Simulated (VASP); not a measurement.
# TlHO4 (F-43m) in VASP: a series of runs

Runs on TlHO4. Level: PBEsol. Tasks: single point, relaxation of cell and atoms.

Everything below comes from runs of VASP 6.6.1. Logs are shortened: lines on timing, memory, paths and dates and some standing lists are left out, and cuts for length are marked.

## 1. The cell of the first run

Symmetry: F-43m, No. 216, cubic system. Conventional cell: a = 6.309 Å, b = 6.309 Å, c = 6.309 Å, α = 90.00°, β = 90.00°, γ = 90.00°. Within 3.4 Å of Tl (site symmetry -43m) lie 12 O at 2.61 Å and 6 H at 3.15 Å. H (site symmetry -43m) has 4 O at 1.40 Å within 1.9 Å. Within 1.9 Å of O (site symmetry 3m) lie 1 H at 1.40 Å.

## 2. Single point, PBEsol

INCAR reads:

```
SYSTEM = TlHO4
PREC = Accurate
ENCUT = 520
EDIFF = 1E-6
ISMEAR = -1
SIGMA = 0.1
LREAL = .False.
LASPH = .True.
NELM = 80
ALGO = Normal
ISIF = 2
LWAVE = .False.
LCHARG = .True.
GGA = PS
LELF = .True.
LVHAR = .True.
NBANDS = 28
```

KPOINTS reads:

```
Automatic mesh
0
Gamma
  8 8 8
  0 0 0
```

POSCAR reads:

```
TlHO4
1.0
    0.0000000000      3.1544387385      3.1544387385
    3.1544387385      0.0000000000      3.1544387385
    3.1544387385      3.1544387385      0.0000000000
Tl H O
1 1 4
Direct
    0.5000000000      0.5000000000      0.5000000000
    0.0000000000      0.0000000000      0.0000000000
    0.1280757591      0.1280757591      0.1280757591
    0.6157727227      0.1280757591      0.1280757591
    0.1280757591      0.1280757591      0.6157727227
    0.1280757591      0.6157727227      0.1280757591
```

Potentials or basis: VASP PAW PBE potentials, release 64 (Tl_d, H, O).

Started as:

```
> cat potpaw_PBE.64/Tl_d/POTCAR potpaw_PBE.64/H/POTCAR potpaw_PBE.64/O/POTCAR > POTCAR
> mpirun -np 1 vasp_std > vasp.out
```

OUTCAR:

```text
SYSTEM = TlHO4
   PREC = Accurate
   ENCUT = 520
   EDIFF = 1E-6
   ISMEAR = -1
   LREAL = .False.
   LASPH = .True.
   NELM = 80
   ISIF = 2
   GGA = PS

 ion  position               nearest neighbor table
   1  0.500  0.500  0.500-   4 2.61   6 2.61   6 2.61   3 2.61   4 2.61   5 2.61   3 2.61   4 2.61
                             6 2.61   3 2.61   5 2.61   5 2.61
   2  0.000  0.000  0.000-   4 1.40   5 1.40   6 1.40   3 1.40
   3  0.128  0.128  0.128-   2 1.40   1 2.61   1 2.61   1 2.61
   4  0.616  0.128  0.128-   2 1.40   1 2.61   1 2.61   1 2.61
   5  0.128  0.128  0.616-   2 1.40   1 2.61   1 2.61   1 2.61
   6  0.128  0.616  0.128-   2 1.40   1 2.61   1 2.61   1 2.61

  LATTYP: Found a face centered cubic cell.
 ALAT       =     6.3088774770

  Lattice vectors:

 A1 = (   0.0000000000,   3.1544387385,   3.1544387385)
 A2 = (   3.1544387385,   0.0000000000,   3.1544387385)
 A3 = (   3.1544387385,   3.1544387385,   0.0000000000)

Analysis of symmetry for initial positions (statically):
=====================================================================
 Subroutine PRICEL returns:
 Original cell was already a primitive cell.

 Routine SETGRP: Setting up the symmetry group for a
 face centered cubic supercell.

 Subroutine GETGRP returns: Found 24 space group operations
 (whereof 24 operations were pure point group operations)
 out of a pool of 48 trial point group operations.

The static configuration has the point symmetry T_d .

Analysis of symmetry for dynamics (positions and initial velocities):
=====================================================================
 Subroutine PRICEL returns:
 Original cell was already a primitive cell.

 Routine SETGRP: Setting up the symmetry group for a
 face centered cubic supercell.

 Subroutine GETGRP returns: Found 24 space group operations
 (whereof 24 operations were pure point group operations)
 out of a pool of 48 trial point group operations.

The dynamic configuration has the point symmetry T_d .

 Subroutine INISYM returns: Found 24 space group operations
 (whereof 24 operations are pure point group operations),
 and found     1 'primitive' translations

----------------------------------------------------------------------------------------

                                     Primitive cell

  volume of cell :      62.7764

  direct lattice vectors                    reciprocal lattice vectors
     0.000000000  3.154438739  3.154438739    -0.158506803  0.158506803  0.158506803
     3.154438739  0.000000000  3.154438739     0.158506803 -0.158506803  0.158506803
     3.154438739  3.154438739  0.000000000     0.158506803  0.158506803 -0.158506803

  length of vectors
     4.461050046  4.461050046  4.461050046     0.274541836  0.274541836  0.274541836

  position of ions in fractional coordinates (direct lattice)
     0.500000000  0.500000000  0.500000000
     0.000000000  0.000000000  0.000000000
     0.128075759  0.128075759  0.128075759
     0.615772723  0.128075759  0.128075759
     0.128075759  0.128075759  0.615772723
     0.128075759  0.615772723  0.128075759

  ion indices of the primitive-cell ions
   primitive index   ion index
                 1           1
                 2           2
                 3           3
                 4           4
                 5           5
                 6           6

----------------------------------------------------------------------------------------

 KPOINTS: Automatic mesh

Automatic generation of k-mesh.
 Grid dimensions read from file:
 generate k-points for:    8    8    8

 Generating k-lattice:

  Cartesian coordinates                     Fractional coordinates (reciprocal lattice)
    -0.019813350  0.019813350  0.019813350     0.125000000  0.000000000  0.000000000
     0.019813350 -0.019813350  0.019813350     0.000000000  0.125000000  0.000000000
     0.019813350  0.019813350 -0.019813350     0.000000000  0.000000000  0.125000000

  Length of vectors
     0.034317730  0.034317730  0.034317730

  Shift w.r.t. Gamma in fractional coordinates (k-lattice)
     0.000000000  0.000000000  0.000000000

 Subroutine IBZKPT returns following result:
 ===========================================

 Found     29 irreducible k-points:

 Following reciprocal coordinates:
            Coordinates               Weight
  0.000000  0.000000  0.000000      1.000000
  0.125000  0.000000  0.000000      8.000000
  0.250000  0.000000  0.000000      8.000000
  0.375000  0.000000  0.000000      8.000000
  0.500000  0.000000  0.000000      4.000000
  0.125000  0.125000  0.000000      6.000000
[... 16 lines left out ...]
  0.500000  0.250000  0.125000     48.000000
 -0.375000  0.250000  0.125000     24.000000
 [... further k-points ...]
   k-points           NKPTS =     29   k-points in BZ     NKDIM =     29   number of bands    NBANDS=     28
   number of dos      NEDOS =    301   number of ions     NIONS =      6
   total plane-waves  NPLWV =  46656
   dimension x,y,z NGX =    36 NGY =   36 NGZ =   36
   dimension x,y,z NGXF=    72 NGYF=   72 NGZF=   72
   ions per type =               1   1   4
   NGX,Y,Z   is equivalent  to a cutoff of  13.42, 13.42, 13.42 a.u.
   NGXF,Y,Z  is equivalent  to a cutoff of  26.83, 26.83, 26.83 a.u.
 SYSTEM =  TlHO4
   PREC   = accura    normal or accurate (medium, high low for compatibility)
   ISTART =      0    job   : 0-new  1-cont  2-samecut
   ICHARG =      2    charge: 1-file 2-atom 10-const
   ISPIN  =      1    spin polarized calculation?
   LNONCOLLINEAR =      F non collinear calculations
   LSORBIT =      F    spin-orbit coupling
   LASPH  =      T    aspherical Exc in radial PAW
   ENCUT  =  520.0 eV  38.22 Ry    6.18 a.u.   8.29  8.29  8.29*2*pi/ulx,y,z
   NELM   =     80;   NELMIN=  2; NELMDL= -5     # of ELM steps
   EDIFF  = 0.1E-05   stopping-criterion for ELM
   LREAL  =      F    real-space projection
   EDIFFG = 0.1E-04   stopping-criterion for IOM
   NSW    =      0    number of steps for IOM
   IBRION =     -1    ionic relax: 0-MD 1-quasi-New 2-CG
   NFREE  =      0    steps in history (QN), initial steepest desc. (CG)
   ISIF   =      2    stress and relaxation
   ISYM   =      2    0-nonsym 1-usesym 2-fastsym
   POTIM  = 0.5000    time-step for ionic-motion
   TEBEG  =    0.0;   TEEND  =   0.0 temperature during run
   PSTRESS=    0.0 pullay stress
   NELECT =      38.0000    total number of electrons
   NUPDOWN=      -1.0000    fix difference up-down
   EMIN   =  10.00;   EMAX   =-10.00  energy-range for DOS
   EFERMI =   0.00;   METHOD = LEGACY
   ISMEAR =    -1;   SIGMA  =   0.10  broadening in eV -4-tet -1-fermi 0-gaus
   EFERMI_NEDOS =   21; number of points for ismear=-14 and -15
   IALGO  =     38    algorithm
   IMIX   =      4    mixing-type and parameters
     AMIX     =   0.40;   BMIX     =  1.00
     AMIX_MAG =   1.60;   BMIX_MAG =  1.00
  volume/ion in A,a.u.               =      10.46        70.61
  Fermi-wavevector in a.u.,A,eV,Ry     =   1.384854  2.616994 26.093527  1.917820
  Thomas-Fermi vector in A             =   2.509319
   LORBIT       =      0    0 simple, 1 ext, 2 COOP (PROOUT), +10 PAW based schemes
   GGA     = PS    functional components
   LHFCALC =     F    Hartree Fock is set to
   AEXX    =    0.0000 exact exchange contribution
   IVDW    =     0    specifies the selected vdW correction
   LEPSILON=     F    determine dielectric tensor
   LRPA    =     F    only Hartree local field effects (RPA)
 non-spin polarized calculation
  energy-cutoff  :      520.00
  volume of cell :       62.78
 maximum number of plane-waves:      1719
 NGX is ok and might be reduce to    36
   NGX = 17   NGY = 17   NGZ = 17

 number of electron      38.0000001 magnetization

 Free energy of the ion-electron system (eV)
  ---------------------------------------------------
  ext. energy  EPLUGINS =         0.00000000
  ---------------------------------------------------
  free energy    TOTEN  =       -22.24994489 eV

  energy without entropy =      -22.08823599  energy(sigma->0) =      -22.16909044

 E-fermi :   3.4886     XC(G=0): -11.0130

 val. band max:        3.4664142083   @ k =  -0.2500   0.1250   0.0000
 cond. band min:       3.5156875366   @ k =  -0.2500   0.5000   0.2500
 fundamental gap:      0.0492733283
 Fermi energy:         3.4886397693

 k-point     1 :       0.0000    0.0000    0.0000
  band No.  band energies     occupation
      1     -16.9140      2.00000
      2     -12.8410      2.00000
      3     -12.8410      2.00000
      4     -12.8410      2.00000
      5      -6.9056      2.00000
      6      -6.9056      2.00000
[... 20 lines left out ...]
     27      14.3279      0.00000
     28      19.1843      0.00000

 k-point     2 :       0.1250    0.0000    0.0000
  band No.  band energies     occupation
      1     -16.8304      2.00000
      2     -13.0457      2.00000
      3     -12.8535      2.00000
      4     -12.8535      2.00000
      5      -6.9090      2.00000
      6      -6.9090      2.00000
[... 20 lines left out ...]
     27      14.8014      0.00000
     28      18.6788      0.00000

 k-point     3 :       0.2500    0.0000    0.0000
  band No.  band energies     occupation
      1     -16.5960      2.00000
      2     -13.5429      2.00000
      3     -12.8830      2.00000
      4     -12.8830      2.00000
      5      -6.8805      2.00000
      6      -6.8805      2.00000
[... 20 lines left out ...]
     27      15.4017      0.00000
     28      18.8201      0.00000

 k-point     4 :       0.3750    0.0000    0.0000
  band No.  band energies     occupation
      1     -16.2844      2.00000
      2     -14.0868      2.00000
      3     -12.9123      2.00000
      4     -12.9123      2.00000
      5      -6.8164      2.00000
      6      -6.8164      2.00000
[... 578 lines left out ...]
     27      15.8492      0.00000
     28      18.1637      0.00000

 k-point    23 :       0.5000    0.2500    0.1250
  band No.  band energies     occupation
      1     -16.0831      2.00000
      2     -14.3567      2.00000
      3     -12.9611      2.00000
      4     -12.9264      2.00000
      5      -6.8367      2.00000
      6      -6.7593      2.00000
[... 20 lines left out ...]
     27      15.6112      0.00000
     28      18.2571      0.00000

 k-point    24 :      -0.3750    0.2500    0.1250
  band No.  band energies     occupation
      1     -15.9011      2.00000
      2     -14.5981      2.00000
      3     -12.9795      2.00000
      4     -12.9358      2.00000
      5      -6.7992      2.00000
      6      -6.7605      2.00000
[... 20 lines left out ...]
     27      15.7315      0.00000
     28      18.4208      0.00000

 [... further k-points ...]

------------------------ aborting loop because EDIFF is reached ----------------------------------------

  FORCE on cell =-STRESS in cart. coord.  units (eV):
  Direction    XX          YY          ZZ          XY          YZ          ZX
  --------------------------------------------------------------------------------------
  -------------------------------------------------------------------------------------
  Total       -0.0594580     -0.0594580     -0.0594580      0.0000000      0.0000000      0.0000000
  in kB       -1.5174847     -1.5174847     -1.5174847      0.0000000      0.0000000      0.0000000
  external PRESSURE =      -1.5174847 kB  Pullay stress =       0.0000000 kB

 VOLUME and BASIS-vectors are now :
 -----------------------------------------------------------------------------
  energy-cutoff  :      520.00
  volume of cell :       62.78
      direct lattice vectors                 reciprocal lattice vectors
     0.000000000  3.154438739  3.154438739    -0.158506803  0.158506803  0.158506803
     3.154438739  0.000000000  3.154438739     0.158506803 -0.158506803  0.158506803
     3.154438739  3.154438739  0.000000000     0.158506803  0.158506803 -0.158506803

 POSITION                                       TOTAL-FORCE (eV/Angst)
 -----------------------------------------------------------------------------------
      3.15444      3.15444      3.15444         0.000000      0.000000      0.000000
      0.00000      0.00000      0.00000         0.000000      0.000000      0.000000
      0.80801      0.80801      0.80801         0.013734      0.013734      0.013734
      0.80801      2.34642      2.34642         0.013734     -0.013734     -0.013734
      2.34642      2.34642      0.80801        -0.013734     -0.013734      0.013734
      2.34642      0.80801      2.34642        -0.013734      0.013734     -0.013734
 -----------------------------------------------------------------------------------
    total drift:                               -0.000001     -0.000001     -0.000001

  FREE ENERGIE OF THE ION-ELECTRON SYSTEM (eV)
  ---------------------------------------------------
  free  energy   TOTEN  =       -22.2499448900 eV

  energy  without entropy=      -22.0882359881  energy(sigma->0) =      -22.16909044
```

Run time: 49 s. Hardware: 1 thread of Intel Xeon Platinum 8375C at 2.90GHz (Ice Lake), shared host; peak memory 0.22 GiB.

Results:

* Free energy: -22.2499 eV
* Pressure: -0.2 GPa
* Largest force: 0.024 eV/Å
* Band gap on the k mesh: zero (bands 19 and 20 overlap by 0.57 eV)

Forces in eV/Å, atoms in the order of the input:
```
Tl   0.000  0.000  0.000
H    0.000  0.000  0.000
O    0.014  0.014  0.014
O    0.014 -0.014 -0.014
O   -0.014 -0.014  0.014
O   -0.014  0.014 -0.014
```

Levels at points of the mesh, in eV from the Fermi level:
```tsv
k point	band 16	band 17	band 18	band 19	band 20	band 21	band 22	band 23
(0.00, 0.00, 0.00)	-2.83	0.25	0.25	0.25	0.70	0.70	0.70	7.18
(0.50, 0.00, 0.00)	-2.17	-1.78	-1.78	0.27	0.32	0.71	0.71	5.32
(0.50, 0.50, 0.00)	-1.96	-1.96	-1.85	-1.26	0.60	0.60	1.21	6.23
```

Caveat: the PAW data sets were made with another functional, which shifts forces and pressure a little; spin-orbit coupling is left out, which moves the levels of the heavy elements.

## 3. Relaxation of cell and atoms, PBEsol

This run uses another cell than the first one, of 14.80 Å³/atom.

INCAR reads:

```
SYSTEM = TlHO4
  PREC = Accurate
  ENCUT = 600
  EDIFF = 1E-7
  ISMEAR = -1
  SIGMA = 0.1
  LREAL = .False.
  LASPH = .True.
  NELM = 80
  ALGO = Normal
  ISIF = 3
  LWAVE = .False.
  LCHARG = .False.
  GGA = PS
  IBRION = 2
  NSW = 60
  EDIFFG = -0.01
```

KPOINTS is that of step 2.

POSCAR reads:

```
TlHO4
1.0
    0.0000000000      3.5407140000      3.5407140000
    3.5407140000      0.0000000000      3.5407140000
    3.5407140000      3.5407140000      0.0000000000
Tl H O
1 1 4
Direct
    0.5000000000      0.5000000000      0.5000000000
    0.0000000000      0.0000000000      0.0000000000
    0.1270000000      0.1270000000      0.1270000000
    0.6190000000      0.1270000000      0.1270000000
    0.1270000000      0.1270000000      0.6190000000
    0.1270000000      0.6190000000      0.1270000000
```

Potentials or basis: VASP PAW PBE potentials, release 64 (Tl_d, H, O).

Started as:

```
> cat potpaw_PBE.64/Tl_d/POTCAR potpaw_PBE.64/H/POTCAR potpaw_PBE.64/O/POTCAR > POTCAR
> mpirun -np 1 vasp_std > vasp.out
```

It took 4.9 min on 1 thread of Intel Xeon Platinum 8375C at 2.90GHz (Ice Lake), shared host; peak memory 0.29 GiB.

Results (log left out):

| Property | Result |
| --- | --- |
| Free energy | -22.3008 eV |
| Relaxed volume | 10.46 Å³/atom |
| Relaxed cell | a = 4.460 Å, b = 4.460 Å, c = 4.460 Å, α = 60.00°, β = 60.00°, γ = 60.00° |
| Space group after relaxing (to 0.1 Å) | F-43m (No. 216) |
| Energy gained by relaxing | 311.5 meV/atom |
| Ionic steps | 7 |
| Pressure after relaxing | 0.0 GPa |
| Band gap on the k mesh | zero (bands 19 and 20 overlap by 0.58 eV) |

Step by step:
| step | energy change (eV) | largest force (eV/Å) | pressure (GPa) | volume (Å³) |
| --- | --- | --- | --- | --- |
| 1 | 0.0000 | 0.2630 | -15.82 | 88.78 |
| 2 | -1.5409 | 0.2277 | -10.22 | 71.29 |
| 3 | -1.8232 | 0.6163 | -1.80 | 64.11 |
| 4 | -1.8270 | 0.6869 | -0.08 | 63.10 |
| 5 | -1.8266 | 0.6543 | -0.88 | 63.56 |
| 6 | -1.8681 | 0.0924 | 0.15 | 62.62 |
| 7 | -1.8689 | 0.0002 | -0.02 | 62.74 |

Final structure:
```
Tl H O
1.0
     0.00000    3.15376    3.15376
     3.15376    0.00000    3.15376
     3.15376    3.15376    0.00000
Tl H O
1 1 4
Direct
  0.50000 0.50000 0.50000
  0.00000 0.00000 0.00000
  0.12816 0.12816 0.12816
  0.61551 0.12816 0.12816
  0.12816 0.12816 0.61551
  0.12816 0.61551 0.12816
```

Levels at points of the mesh, in eV from the Fermi level:
| k point | band 16 | band 17 | band 18 | band 19 | band 20 | band 21 | band 22 | band 23 |
| --- | --- | --- | --- | --- | --- | --- | --- | --- |
| (0.00, 0.00, 0.00) | -2.83 | 0.25 | 0.25 | 0.25 | 0.71 | 0.71 | 0.71 | 7.18 |
| (0.50, 0.00, 0.00) | -2.17 | -1.78 | -1.78 | 0.27 | 0.32 | 0.71 | 0.71 | 5.32 |
| (0.50, 0.50, 0.00) | -1.96 | -1.96 | -1.86 | -1.26 | 0.60 | 0.60 | 1.21 | 6.23 |

Caveat: the volume moved by over 15 % at a fixed basis, so the end points are rough; the PAW data sets were made with another functional, which shifts forces and pressure a little; spin-orbit coupling is left out, which moves the levels of the heavy elements.
